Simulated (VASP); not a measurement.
Crystal: KI.

```xyz
4
Lattice="6.0395 0.0000 0.0000 -3.0197 5.2303 0.0000 0.0000 0.0000 7.0391" Properties=species:S:1:pos:R:3 pbc="T T T"
K     0.0000    3.4869   -0.4399
K     3.0197    1.7434    3.0796
I     0.0000    3.4869    3.0796
I     3.0197    1.7434    6.5992
```

Base run:

```yaml
Program: VASP 6.6.1
Functional: PBE
Potentials_or_basis: VASP PAW PBE potentials, release 64 (K_sv, I)
Cutoff: 520 eV
k_mesh: 6 × 6 × 4
Occupations: fermi-dirac, width 0.02 eV
Spin: no spin polarisation
```

Its results: band gap on the k mesh 3.79 eV; pressure 0.3 GPa.

Task: The run is repeated on the same cell with these changes: functional from PBE to r2SCAN. What comes out?

Result: Band gap on the k mesh 4.35 eV; pressure 0.0 GPa.

Caveats: the structure was generated, so it needn't be the stable form of KI; spin-orbit coupling is left out, which moves the levels of the heavy elements; the PAW data sets were made with another functional, which shifts forces and pressure a little (at least some runs).

A k mesh can miss the band edges.
